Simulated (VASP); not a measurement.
Input of a VASP 6.6.1 run:

INCAR

```
  PREC = Accurate
  ENCUT = 500
  EDIFF = 1E-6
  ISMEAR = -1
  SIGMA = 0.05
  LREAL = F
  LASPH = T
  NELM = 120
  ALGO = Normal
  ISIF = 2
  LWAVE = F
  LCHARG = T
  GGA = CA
  LELF = T
  LVHAR = T
  NBANDS = 18
  GGA_COMPAT = F
```

KPOINTS

```
regular mesh
0
Gamma
  12 12 9
```

Contents of POSCAR:

```
HgPt
1.0
    3.0236610000      0.0000000000      0.0000000000
    0.0000000000      3.0236610000      0.0000000000
    0.0000000000      0.0000000000      3.9876600000
Hg Pt
1 1
Direct
    0.0000000000      0.0000000000      0.0000000000
    0.5000000000      0.5000000000      0.5000000000
```

Potentials or basis: VASP PAW LDA potentials, release 64 (Hg, Pt).

Launch:

```bash
$ cat potpaw_LDA.64/Hg/POTCAR potpaw_LDA.64/Pt/POTCAR > POTCAR
$ mpirun -np 1 vasp_std > vasp.out
```

(1) Estimate the band gap on the k mesh.

(2) What does it give for the pressure?

Answers

(1) zero (bands 11 and 12 overlap by 3.30 eV).

(2) -11.8 GPa.

Caveat: the cell stands under tension; spin-orbit coupling is left out, which moves the levels of the heavy elements.
